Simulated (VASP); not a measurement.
B, 2 atoms in the cell. Symmetry: P6/mmm, No. 191, hexagonal system. The conventional cell has a = 2.771 Å, b = 2.771 Å, c = 4.884 Å, α = 90.00°, β = 90.00°, γ = 120.00°. Within 2.2 Å of B (site symmetry 6mm) lie 1 B at 1.65 Å. 

| Quantity | Value |
| --- | --- |
| Program | VASP 6.6.1 |
| Task | single point |
| Functional | PBE |
| Potentials or basis | VASP PAW PBE potentials, release 64 (B) |
| Cutoff | 520 eV |
| k mesh | 6 × 6 × 4 |
| Occupations | gaussian, width 0.1 eV |
| Spin | no spin polarisation |
| Dipole correction | no |
| Further INCAR settings | ALGO = Normal; EDIFF = 1e-06; NBANDS = 10 |

Potentials or basis: VASP PAW PBE potentials, release 64 (B).

Run with:

```bash
$ cat potpaw_PBE.64/B/POTCAR > POTCAR
$ mpirun -np 1 vasp_std > vasp.out
```

Hardware: 1 thread of Intel(R) Xeon(R) Platinum 8259CL CPU @ 2.50GHz (Skylake/Cascade Lake), with other jobs on the host.

Task: Estimate the wall time of this run.

Result: Run time: 6.5 s on 1 thread of Intel(R) Xeon(R) Platinum 8259CL CPU @ 2.50GHz (Skylake/Cascade Lake) (shared host), peak memory 0.14 GiB. Counts: scf iterations 11, k points 21.
